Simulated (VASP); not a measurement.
# Na (Im-3m) in VASP: further runs, part 2 of 2

VASP 6.6.1.

## Step 4: Electric field gradients, PBEsol (volume scaled by 1.06)

File INCAR:

```
ALGO = Normal
EDIFF = 1E-8
ENCUT = 520
GGA = PS
ISIF = 2
ISMEAR = -1
LASPH = True
LCHARG = False
LEFG = True
LREAL = False
LWAVE = False
NBANDS = 10
NELM = 80
PREC = Accurate
SIGMA = 0.05
```

File KPOINTS:

```
k-points
0
Gamma
  12 12 12
```

File POSCAR:

```
Na
1.0
   -2.1590301515      2.1590301515      2.1590301515
    2.1590301515     -2.1590301515      2.1590301515
    2.1590301515      2.1590301515     -2.1590301515
Na
1
Direct
    0.0000000000      0.0000000000      0.0000000000
```

Potentials or basis: VASP PAW PBE potentials, release 64 (Na_pv).

Launch:

```console
cat potpaw_PBE.64/Na_pv/POTCAR > POTCAR
mpirun -np 1 vasp_std > vasp.out
```

OUTCAR:

```text
EDIFF = 1E-8
   ENCUT = 520
   GGA = PS
   ISIF = 2
   ISMEAR = -1
   LASPH = True
   LREAL = False
   NELM = 80
   PREC = Accurate

 ion  position               nearest neighbor table
   1  0.000  0.000  0.000-

  LATTYP: Found a body centered cubic cell.
 ALAT       =     4.3180603030

  Lattice vectors:

 A1 = (  -2.1590301515,   2.1590301515,   2.1590301515)
 A2 = (   2.1590301515,  -2.1590301515,   2.1590301515)
 A3 = (   2.1590301515,   2.1590301515,  -2.1590301515)

Analysis of symmetry for initial positions (statically):
=====================================================================
 Subroutine PRICEL returns:
 Original cell was already a primitive cell.

 Routine SETGRP: Setting up the symmetry group for a
 body centered cubic supercell.

[... 492 lines left out ...]
  external PRESSURE =      -6.7534318 kB  Pullay stress =       0.0000000 kB

 VOLUME and BASIS-vectors are now :
 -----------------------------------------------------------------------------
  energy-cutoff  :      520.00
  volume of cell :       40.26
      direct lattice vectors                 reciprocal lattice vectors
    -2.159030152  2.159030152  2.159030152     0.000000000  0.231585464  0.231585464
     2.159030152 -2.159030152  2.159030152     0.231585464  0.000000000  0.231585464
     2.159030152  2.159030152 -2.159030152     0.231585464  0.231585464  0.000000000

 POSITION                                       TOTAL-FORCE (eV/Angst)
 -----------------------------------------------------------------------------------
      0.00000      0.00000      0.00000         0.000000     -0.000000     -0.000000
 -----------------------------------------------------------------------------------
    total drift:                               -0.000000     -0.000000     -0.000000

  FREE ENERGIE OF THE ION-ELECTRON SYSTEM (eV)
  ---------------------------------------------------
  free  energy   TOTEN  =        -1.3906881032 eV

  energy  without entropy=       -1.3851674744  energy(sigma->0) =       -1.38792779

 Electric field gradients (V/A^2)
---------------------------------------------------------------------
 ion       V_xx      V_yy      V_zz      V_xy      V_xz      V_yz
---------------------------------------------------------------------
   1      -0.000     0.000    -0.000     0.001     0.001     0.001
---------------------------------------------------------------------

 Electric field gradients after diagonalization (V/A^2)
 (convention: |V_zz| > |V_xx| > |V_yy|)
----------------------------------------------------------------------
 ion       V_xx      V_yy      V_zz     asymmetry (V_yy - V_xx)/ V_zz
----------------------------------------------------------------------
   1      -0.001    -0.001     0.002       0.000
----------------------------------------------------------------------

           NMR quadrupolar parameters

 Cq : quadrupolar parameter    Cq=e*Q*V_zz/h
 eta: asymmetry parameters     (V_yy - V_xx)/ V_zz
 Q  : nuclear electric quadrupole moment in mb (millibarn)
----------------------------------------------------------------------
 ion       Cq(MHz)       eta       Q (mb)
----------------------------------------------------------------------
   1       0.000       0.000       1.000
----------------------------------------------------------------------
```

OSZICAR:

```text
N       E                     dE             d eps       ncg     rms          rms(c)
DAV:   1     0.256465210491E+02    0.25647E+02   -0.37203E+03  1440   0.571E+02
DAV:   2    -0.834334146035E+00   -0.26481E+02   -0.26369E+02  1512   0.140E+02
DAV:   3    -0.138810986973E+01   -0.55378E+00   -0.55343E+00  1796   0.223E+01
DAV:   4    -0.139240592779E+01   -0.42961E-02   -0.42958E-02  1710   0.190E+00
DAV:   5    -0.139247170998E+01   -0.65782E-04   -0.65782E-04  1688   0.226E-01    0.230E-01
DAV:   6    -0.139105665860E+01    0.14151E-02   -0.27313E-03  1704   0.757E-01    0.141E-01
DAV:   7    -0.139074241940E+01    0.31424E-03   -0.25394E-03  1630   0.650E-01    0.460E-02
DAV:   8    -0.139068761442E+01    0.54805E-04   -0.20835E-04  1644   0.249E-01    0.223E-03
DAV:   9    -0.139068795935E+01   -0.34493E-06   -0.80232E-07  1742   0.956E-03    0.122E-03
DAV:  10    -0.139068810170E+01   -0.14235E-06   -0.37099E-08  1634   0.135E-03    0.124E-04
DAV:  11    -0.139068810315E+01   -0.14561E-08   -0.99737E-10  1010   0.461E-04
   1 F= -.13906881E+01 E0= -.13879278E+01  d E =-.552063E-02
```

stdout:

```text
POSCAR found type information on POSCAR Na
 POSCAR found :  1 types and       1 ions
 scaLAPACK will be used
 -----------------------------------------------------------------------------
|                                                                             |
|                                                                             |
|     You enforced a specific xc type in the INCAR file but a different       |
|     I HOPE YOU KNOW WHAT YOU ARE DOING!                                     |
|                                                                             |
 -----------------------------------------------------------------------------

 LDA part: xc-table for (Slater+PW92), standard interpolation
 POSCAR, INCAR and KPOINTS ok, starting setup
 FFT: planning ... GRIDC
 FFT: planning ... GRID_SOFT
 FFT: planning ... GRID
 WAVECAR not read
 entering main loop
ion   1
```

It took 16 s on 1 thread of Intel Xeon 6975P-C, shared host; peak memory 0.16 GiB.

What came out:

```yaml
Free_energy: -1.3907 eV
Pressure: -0.7 GPa
```

Caveat: without QUAD_EFG the Cq values of the log hold for a quadrupole moment of 1 mb, not for the nuclei; the PAW data sets were made with another functional, which shifts forces and pressure a little.

## Step 5: Overview

```csv
cell,gap on the mesh (eV),pressure (GPa)
"a = 3.692 Å, angles 109.5°, 1 atom",none,-0.5
"a = 3.716 Å, angles 109.5°, 1 atom",none,-0.6
"a = 3.740 Å, angles 109.5°, 1 atom",none,-0.7
```

Alike in all rows: task electric field gradients; level PBEsol; potentials or basis VASP PAW PBE potentials, release 64 (Na_pv); no spin polarisation; k mesh 12 × 12 × 12; cutoff (eV) 520; smearing fermi-dirac 0.05 eV.

Caveats: the PAW data sets were made with another functional, which shifts forces and pressure a little.

Total energies depend on the potentials used, so only differences within one code and one set of settings carry meaning.
